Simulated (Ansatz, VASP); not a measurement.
One calculation of Rh, two programs

```xyz
6
Lattice="4.6677 0.0000 0.0000 0.0000 4.6677 0.0000 0.0000 0.0000 4.6677" Properties=species:S:1:pos:R:3 pbc="T T T"
Rh    0.0000    2.3339    1.1669
Rh    0.0000    2.3339    3.5008
Rh    1.1669    0.0000    2.3339
Rh    2.3339    1.1669    0.0000
Rh    2.3339    3.5008    0.0000
Rh    3.5008    0.0000    2.3339
```

Alike in both runs: functional PBE; k mesh 8 × 8 × 8; occupations gaussian, width 0.1 eV; no spin polarisation.

Ansatz relaxed the structure, and its values are those at the end. VASP's run is a single point on that final structure, the one shown.

|  | VASP | Ansatz |
| --- | --- | --- |
| version | VASP 6.6.1 | Ansatz 0.2.0 |
| potentials or method | VASP PAW PBE potentials, release 64 (Rh_pv), cutoff 520 eV | scalar-relativistic, plane waves, PAW |
| valence electrons in the cell | 90 | 102 |

```csv
,VASP,Ansatz,Ansatz less VASP
gap on the k mesh at the Fermi level (eV),none,none,-
pressure (GPa),0.2,0.0,-0.16
```

A gap of «none» marks a metal or a gap that the smearing closes. VASP's potentials hold 90 valence electrons a cell and Ansatz's 102, so a difference there can come from the potentials and not from the codes.
